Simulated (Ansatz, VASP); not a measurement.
InSb: VASP beside Ansatz

```
In Sb
1.0
     0.00000    3.22827    3.22827
     3.22827    0.00000    3.22827
     3.22827    3.22827    0.00000
In Sb
1 1
Cartesian
  0.0000 0.0000 0.0000
  4.8424 4.8424 4.8424
```

Change from the starting cell: volume scaled by 0.99.

Alike in both runs: task single point; functional LDA; k mesh 10 × 10 × 10; occupations fermi-dirac, width 0.03 eV; no spin polarisation.

|  | VASP | Ansatz |
| --- | --- | --- |
| version | VASP 6.6.1 | Ansatz 0.2.0 |
| potentials or method | VASP PAW LDA potentials, release 64 (In_d, Sb), cutoff 520 eV | all-electron LAPW, scalar-relativistic |

|  | VASP | Ansatz | Ansatz less VASP |
| --- | --- | --- | --- |
| pressure (GPa) | -0.1 | -0.1 | -0.07 |

LDA's correlation is that of Perdew and Zunger in VASP and of Perdew and Wang (1992) in Ansatz. Ansatz ran all-electron here, and VASP with PAW potentials.

Neither program's run includes spin-orbit coupling.
